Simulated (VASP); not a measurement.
## AlN: single point with PBEsol

Crystal: AlN.

```
Al N
1.0
    -0.16222    1.97975    1.97975
     1.97975   -0.16222    1.97975
     1.97975    1.97975   -0.16222
Al N
1 1
Cartesian
  1.8986 1.8986 1.8986
  0.0000 0.0000 0.0000
```

```yaml
Program: VASP 6.6.1
Task: single point
Functional: PBEsol
Potentials_or_basis: VASP PAW PBE potentials, release 64 (Al, N)
Cutoff: 520 eV
k_mesh: 10 × 10 × 10
Occupations: gaussian, width 0.05 eV
Spin: no spin polarisation
```

```
Pressure               : -11.3 GPa
Band gap on the k mesh : 2.34 eV, indirect (least direct gap 3.58 eV)
```

Stress tensor (GPa, compression positive):
```
-11.27  19.92  19.92
 19.92 -11.27  19.92
 19.92  19.92 -11.27
```

Levels at points of the mesh, in eV from the valence-band top:
```
           k point  band 1  band 2  band 3  band 4  band 5  band 6  band 7  band 8  band 9
(0.00, 0.00, 0.00)  -17.99   -1.35   -1.35    0.00    3.58    9.76    9.76   14.09   15.03
(0.50, 0.00, 0.00)  -15.05   -9.22   -2.03   -1.12    4.97    9.57   10.87   11.41   14.91
(0.50, 0.50, 0.00)  -13.91   -7.98   -4.36   -2.70    2.34    5.20   11.77   14.80   16.37
(0.50, 0.50, 0.50)  -14.23   -8.09   -2.64   -2.64    3.34    7.82    7.82   12.04   13.75
```

Wall time 26 s on 1 thread of Intel Xeon 6975P-C (shared host), peak memory 0.15 GiB.

Caveat: the PAW data sets were made with another functional, which shifts forces and pressure a little. A hybrid or GW would open this gap; PBEsol tends to underestimate it.
